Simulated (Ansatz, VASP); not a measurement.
**Two plane-wave programs on Y**

The input INCAR:

```
PREC = Accurate
ENCUT = 520
EDIFF = 1E-6
ISMEAR = -1
SIGMA = 0.05
LREAL = False
LASPH = True
NELM = 80
ALGO = Normal
ISIF = 2
LWAVE = False
LCHARG = True
GGA = PE
LELF = True
LVHAR = True
NBANDS = 18
```

KPOINTS

```
Automatic mesh
0
Gamma
  14 14 7
```

POSCAR

```
Y
1.0
    2.9303226138      0.0000000000      0.0000000000
   -1.4651613069      2.5377338248      0.0000000000
    0.0000000000      0.0000000000      4.8658684447
Y
2
Direct
    0.3333333333      0.6666666667      0.2500000000
    0.6666666667      0.3333333333      0.7500000000
```

Input for Ansatz:

```yaml
crystal:
  lattice:
    - [2.9303226138, 0.0, 0.0]
    - [-1.4651613069, 2.5377338248, 0.0]
    - [0.0, 0.0, 4.8658684447]
  atoms:
    - { symbol: "Y", position: [0.3333333333, 0.6666666667, 0.25] }
    - { symbol: "Y", position: [0.6666666667, 0.3333333333, 0.75] }
kpoints:
  mp_grid: { grid: [14, 14, 7] }
scf:
  occupations: { method: fermi_dirac, width: 0.05 }
hamiltonian:
  xc: pbe
  pseudopotentials: { kind: paw }
output:
  forces: true
  stress: true
  eigenvalues: true
  populations: true
```

Change from the starting cell: volume scaled by 0.55, PAW files.

Alike in both runs: task single point; functional PBE; k mesh 14 × 14 × 7; occupations fermi-dirac, width 0.05 eV; no spin polarisation.

```csv
,VASP,Ansatz
version,VASP 6.6.1,Ansatz 0.2.0
potentials or method,"VASP PAW PBE potentials, release 64 (Y_sv)","PAW with Ansatz's default frozen-core files, scalar-relativistic"
plane-wave cutoff (eV),520,420
valence electrons in the cell,22,22
```

|  | VASP | Ansatz | Ansatz less VASP |
| --- | --- | --- | --- |
| pressure (GPa) | 56.0 | 56.3 | +0.34 |
| traceless stress, the component that is largest in VASP (GPa) | -0.33 | -0.29 | +0.037 |

Both programs put the cell under a high pressure, so it lies far from rest at this level.
